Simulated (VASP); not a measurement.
# Ge (P-3m1) in VASP: single point with PBEsol

Aim: the single point of Ge with PBEsol.

Everything below comes from runs of VASP 6.6.1. Logs are shortened: lines on timing, memory, paths and dates and some standing lists are left out, and cuts for length are marked.

## 1. The cell of the first run

Symmetry: P-3m1, No. 164, trigonal system. Conventional cell: a = 4.013 Å, b = 4.013 Å, c = 9.531 Å, α = 90.00°, β = 90.00°, γ = 120.00°. Ge (site symmetry 3m) has 4 Ge at 2.46 Å within 3.2 Å. Within 3.2 Å of Ge (site symmetry 3m) lie 4 Ge at 2.46 Å. Within 2.9 Å of Ge (site symmetry 3m) lie 4 Ge at 2.16 to 2.46 Å.

## 2. Single point, PBEsol (the distance across one plane changed)

The input, INCAR:

```
  PREC = Accurate
  ENCUT = 520
  EDIFF = 1E-6
  ISMEAR = 0
  SIGMA = 0.15
  LREAL = False
  LASPH = True
  NELM = 60
  ALGO = Fast
  ISIF = 2
  LWAVE = False
  LCHARG = False
  GGA = PS
  NBANDS = 51
```

The input, KPOINTS:

```
regular mesh
0
Gamma
  17 17 6
```

The input, POSCAR:

```
Ge
1.0
    2.8378807265     -2.8378807265      0.0000000000
    2.8378807265      0.0000000000     -2.8378807265
    5.5025563721      5.5025563721      5.5025563721
Ge
6
Direct
    0.6666666667      0.6666666667      0.5586824354
    1.0000000000      0.0000000000      0.2148567013
    0.3333333333      0.3333333333      0.9025081695
    0.6666666667      0.6666666667      0.8165517360
    1.0000000000      0.0000000000      0.4727260019
    0.3333333333      0.3333333333      0.1289002677
```

Potentials or basis: VASP PAW PBE potentials, release 64 (Ge_d).

Started as:

```sh
> cat potpaw_PBE.64/Ge_d/POTCAR > POTCAR
> mpirun -np 1 vasp_std > vasp.out
```

OUTCAR:

```text
PREC = Accurate
   ENCUT = 520
   EDIFF = 1E-6
   ISMEAR = 0
   LREAL = False
   LASPH = True
   NELM = 60
   ISIF = 2
   GGA = PS

 ion  position               nearest neighbor table
   1  0.667  0.667  0.559-   5 2.46   4 2.46   5 2.46   5 2.46
   2  0.000  0.000  0.215-   5 2.46   6 2.46   6 2.46   6 2.46
   3  0.333  0.333  0.903-   6 2.16   4 2.46   4 2.46   4 2.46
   4  0.667  0.667  0.817-   3 2.46   3 2.46   1 2.46   3 2.46
   5  0.000  0.000  0.473-   1 2.46   2 2.46   1 2.46   1 2.46
   6  0.333  0.333  0.129-   3 2.16   2 2.46   2 2.46   2 2.46

  LATTYP: Found a hexagonal cell.
 ALAT       =     4.0133694118
 C/A-ratio  =     2.3747395841

  Lattice vectors:

 A1 = (  -2.8378807265,   0.0000000000,   2.8378807265)
 A2 = (   2.8378807265,  -2.8378807265,   0.0000000000)
 A3 = (   5.5025563721,   5.5025563721,   5.5025563721)

Analysis of symmetry for initial positions (statically):
=====================================================================
 Subroutine PRICEL returns:
 Original cell was already a primitive cell.

 Routine SETGRP: Setting up the symmetry group for a
 hexagonal supercell.

 Subroutine GETGRP returns: Found 12 space group operations
 (whereof  6 operations were pure point group operations)
 out of a pool of 24 trial point group operations.

The static configuration has the point symmetry C_3v.
 The point group associated with its full space group is D_3d.

Analysis of symmetry for dynamics (positions and initial velocities):
=====================================================================
 Subroutine PRICEL returns:
 Original cell was already a primitive cell.

 Routine SETGRP: Setting up the symmetry group for a
 hexagonal supercell.

 Subroutine GETGRP returns: Found 12 space group operations
 (whereof  6 operations were pure point group operations)
 out of a pool of 24 trial point group operations.

The dynamic configuration has the point symmetry C_3v.
 The point group associated with its full space group is D_3d.

 Subroutine INISYM returns: Found 12 space group operations
 (whereof  6 operations are pure point group operations),
 and found     1 'primitive' translations

----------------------------------------------------------------------------------------

                                     Primitive cell

  volume of cell :     132.9456

  direct lattice vectors                    reciprocal lattice vectors
     2.837880726 -2.837880726  0.000000000     0.117458542 -0.234917085  0.117458542
     2.837880726  0.000000000 -2.837880726     0.117458542  0.117458542 -0.234917085
     5.502556372  5.502556372  5.502556372     0.060577904  0.060577904  0.060577904

  length of vectors
     4.013369412  4.013369412  9.530707208     0.287713495  0.287713495  0.104924008

  position of ions in fractional coordinates (direct lattice)
     0.666666667  0.666666667  0.558682435
     0.000000000  0.000000000  0.214856701
     0.333333333  0.333333333  0.902508170
     0.666666667  0.666666667  0.816551736
     0.000000000  0.000000000  0.472726002
     0.333333333  0.333333333  0.128900268

  ion indices of the primitive-cell ions
   primitive index   ion index
                 1           1
                 2           2
                 3           3
                 4           4
                 5           5
                 6           6

----------------------------------------------------------------------------------------

 KPOINTS: regular mesh

Automatic generation of k-mesh.
 Grid dimensions read from file:
 generate k-points for:   17   17    6

 Generating k-lattice:

  Cartesian coordinates                     Fractional coordinates (reciprocal lattice)
     0.006909326 -0.013818652  0.006909326     0.058823529  0.000000000  0.000000000
     0.006909326  0.006909326 -0.013818652     0.000000000  0.058823529  0.000000000
     0.010096317  0.010096317  0.010096317     0.000000000  0.000000000  0.166666667

  Length of vectors
     0.016924323  0.016924323  0.017487335

  Shift w.r.t. Gamma in fractional coordinates (k-lattice)
     0.000000000  0.000000000  0.000000000

 Subroutine IBZKPT returns following result:
 ===========================================

 Found    180 irreducible k-points:

 Following reciprocal coordinates:
            Coordinates               Weight
  0.000000  0.000000  0.000000      1.000000
  0.058824  0.000000  0.000000      6.000000
  0.117647  0.000000  0.000000      6.000000
  0.176471  0.000000  0.000000      6.000000
  0.235294  0.000000  0.000000      6.000000
  0.294118  0.000000  0.000000      6.000000
[... 16 lines left out ...]
 -0.470588  0.117647  0.000000     12.000000
  0.352941  0.176471  0.000000      6.000000
 [... further k-points ...]
   k-points           NKPTS =    180   k-points in BZ     NKDIM =    180   number of bands    NBANDS=     51
   number of dos      NEDOS =    301   number of ions     NIONS =      6
   total plane-waves  NPLWV =  64800
   dimension x,y,z NGX =    30 NGY =   30 NGZ =   72
   dimension x,y,z NGXF=    60 NGYF=   60 NGZF=  144
   ions per type =               6
   NGX,Y,Z   is equivalent  to a cutoff of  12.43, 12.43, 12.56 a.u.
   NGXF,Y,Z  is equivalent  to a cutoff of  24.85, 24.85, 25.12 a.u.
 SYSTEM =  unknown system
   PREC   = accura    normal or accurate (medium, high low for compatibility)
   ISTART =      0    job   : 0-new  1-cont  2-samecut
   ICHARG =      2    charge: 1-file 2-atom 10-const
   ISPIN  =      1    spin polarized calculation?
   LNONCOLLINEAR =      F non collinear calculations
   LSORBIT =      F    spin-orbit coupling
   LASPH  =      T    aspherical Exc in radial PAW
   ENCUT  =  520.0 eV  38.22 Ry    6.18 a.u.   7.46  7.46 17.72*2*pi/ulx,y,z
   NELM   =     60;   NELMIN=  2; NELMDL= -5     # of ELM steps
   EDIFF  = 0.1E-05   stopping-criterion for ELM
   LREAL  =      F    real-space projection
   EDIFFG = 0.1E-04   stopping-criterion for IOM
   NSW    =      0    number of steps for IOM
   IBRION =     -1    ionic relax: 0-MD 1-quasi-New 2-CG
   NFREE  =      0    steps in history (QN), initial steepest desc. (CG)
   ISIF   =      2    stress and relaxation
   ISYM   =      2    0-nonsym 1-usesym 2-fastsym
   POTIM  = 0.5000    time-step for ionic-motion
   TEBEG  =    0.0;   TEEND  =   0.0 temperature during run
   PSTRESS=    0.0 pullay stress
   NELECT =      84.0000    total number of electrons
   NUPDOWN=      -1.0000    fix difference up-down
   EMIN   =  10.00;   EMAX   =-10.00  energy-range for DOS
   EFERMI =   0.00;   METHOD = LEGACY
   ISMEAR =     0;   SIGMA  =   0.15  broadening in eV -4-tet -1-fermi 0-gaus
   EFERMI_NEDOS =   21; number of points for ismear=-14 and -15
   IALGO  =     68    algorithm
   IMIX   =      4    mixing-type and parameters
     AMIX     =   0.40;   BMIX     =  1.00
     AMIX_MAG =   1.60;   BMIX_MAG =  1.00
  volume/ion in A,a.u.               =      22.16       149.53
  Fermi-wavevector in a.u.,A,eV,Ry     =   1.404785  2.654659 26.850028  1.973421
  Thomas-Fermi vector in A             =   2.527312
   LORBIT       =      0    0 simple, 1 ext, 2 COOP (PROOUT), +10 PAW based schemes
   GGA     = PS    functional components
   LHFCALC =     F    Hartree Fock is set to
   AEXX    =    0.0000 exact exchange contribution
   IVDW    =     0    specifies the selected vdW correction
   LEPSILON=     F    determine dielectric tensor
   LRPA    =     F    only Hartree local field effects (RPA)
 non-spin polarized calculation
 RMM-DIIS sequential band-by-band and
 Gauss-broadening in eV      SIGMA  =   0.15
  energy-cutoff  :      520.00
  volume of cell :      132.95
 maximum number of plane-waves:      3612
 NGX is ok and might be reduce to    30
   NGX = 15   NGY = 15   NGZ = 35

 number of electron      84.0000057 magnetization

 Free energy of the ion-electron system (eV)
  ---------------------------------------------------
  ext. energy  EPLUGINS =         0.00000000
  ---------------------------------------------------
  free energy    TOTEN  =       -29.14504341 eV

  energy without entropy =      -29.14397736  energy(sigma->0) =      -29.14451038

 E-fermi :   5.1383     XC(G=0): -10.2283

 val. band max:        5.1180188650   @ k =   0.0000   0.0000   0.0000
 cond. band min:       5.1674460948   @ k =   0.0000   0.0000   0.1667
 fundamental gap:      0.0494272298
 Fermi energy:         5.1383122343

 k-point     1 :       0.0000    0.0000    0.0000
  band No.  band energies     occupation
      1     -20.0339      2.00000
      2     -19.8553      2.00000
      3     -19.8553      2.00000
      4     -19.7826      2.00000
      5     -19.7826      2.00000
      6     -19.7396      2.00000
[... 43 lines left out ...]
     50       8.7998      0.00000
     51       8.8042      0.00000

 k-point     2 :       0.0588    0.0000    0.0000
  band No.  band energies     occupation
      1     -20.0343      2.00000
      2     -19.8552      2.00000
      3     -19.8552      2.00000
      4     -19.7831      2.00000
      5     -19.7822      2.00000
      6     -19.7400      2.00000
[... 43 lines left out ...]
     50       8.7606      0.00000
     51       9.0211      0.00000

 k-point     3 :       0.1176    0.0000    0.0000
  band No.  band energies     occupation
      1     -20.0354      2.00000
      2     -19.8551      2.00000
      3     -19.8549      2.00000
      4     -19.7846      2.00000
      5     -19.7811      2.00000
      6     -19.7408      2.00000
[... 43 lines left out ...]
     50       8.8975      0.00000
     51       8.9501      0.00000
[... 1027 lines left out ...]
 k-point    23 :      -0.4706    0.1176    0.0000
  band No.  band energies     occupation
      1     -20.0444      2.00000
      2     -19.8494      2.00000
      3     -19.8473      2.00000
      4     -19.8037      2.00000
      5     -19.7755      2.00000
      6     -19.7333      2.00000
[... 43 lines left out ...]
     50      11.0041      0.00000
     51      11.7064      0.00000

 k-point    24 :       0.3529    0.1765    0.0000
  band No.  band energies     occupation
      1     -20.0411      2.00000
      2     -19.8539      2.00000
      3     -19.8501      2.00000
      4     -19.7994      2.00000
      5     -19.7723      2.00000
      6     -19.7450      2.00000
[... 43 lines left out ...]
     50       9.4308      0.00000
     51       9.4453      0.00000

 [... further k-points ...]

------------------------ aborting loop because EDIFF is reached ----------------------------------------

  FORCE on cell =-STRESS in cart. coord.  units (eV):
  Direction    XX          YY          ZZ          XY          YZ          ZX
  --------------------------------------------------------------------------------------
  -------------------------------------------------------------------------------------
  Total        2.0792172      2.0792172      2.0792172      2.9057737      2.9057737      2.9057737
  in kB       25.0574227     25.0574227     25.0574227     35.0185644     35.0185644     35.0185644
  external PRESSURE =      25.0574227 kB  Pullay stress =       0.0000000 kB

 VOLUME and BASIS-vectors are now :
 -----------------------------------------------------------------------------
  energy-cutoff  :      520.00
  volume of cell :      132.95
      direct lattice vectors                 reciprocal lattice vectors
     2.837880726 -2.837880726  0.000000000     0.117458542 -0.234917085  0.117458542
     2.837880726  0.000000000 -2.837880726     0.117458542  0.117458542 -0.234917085
     5.502556372  5.502556372  5.502556372     0.060577904  0.060577904  0.060577904

 POSITION                                       TOTAL-FORCE (eV/Angst)
 -----------------------------------------------------------------------------------
      6.85802      1.18226      1.18226         0.003813      0.003813      0.003813
      1.18226      1.18226      1.18226         0.157527      0.157527      0.157527
      6.85802      4.02014      4.02014        -2.125467     -2.125467     -2.125467
      8.27696      2.60120      2.60120        -0.157527     -0.157527     -0.157527
      2.60120      2.60120      2.60120        -0.003813     -0.003813     -0.003813
      2.60120     -0.23668     -0.23668         2.125467      2.125467      2.125467
 -----------------------------------------------------------------------------------
    total drift:                               -0.000145     -0.000145     -0.000145

  FREE ENERGIE OF THE ION-ELECTRON SYSTEM (eV)
  ---------------------------------------------------
  free  energy   TOTEN  =       -29.1450434054 eV

  energy  without entropy=      -29.1439773555  energy(sigma->0) =      -29.14451038
```

Run time: 38 min. Hardware: 1 thread of Oxide Virtual Turin-like, shared host; peak memory 0.79 GiB.

What came out:

- Free energy: -29.1450 eV
- Pressure: 2.5 GPa
- Largest force: 3.681 eV/Å
- Band gap on the k mesh: zero (bands 42 and 43 overlap by 0.06 eV)

Forces in eV/Å, atoms in the order of the input:
```
Ge   0.004  0.004  0.004
Ge   0.158  0.158  0.158
Ge  -2.125 -2.125 -2.125
Ge  -0.158 -0.158 -0.158
Ge  -0.004 -0.004 -0.004
Ge   2.125  2.125  2.125
```

Levels at points of the mesh, in eV from the Fermi level:
```csv
k point,band 40,band 41,band 42,band 43,band 44,band 45
"(0.00, 0.00, 0.00)",-0.31,-0.02,-0.02,0.08,0.24,0.26
"(0.00, 0.00, 0.50)",-0.75,-0.56,-0.56,-0.08,0.80,0.84
```

Caveat: the cell differs from its parent crystal (the distance across one plane changed); semilocal functionals underestimate gaps, and a narrow one can read as zero; the PAW data sets were made with another functional, which shifts forces and pressure a little.

The gap in the log of VASP goes by the Fermi energy; the results here count the filled bands.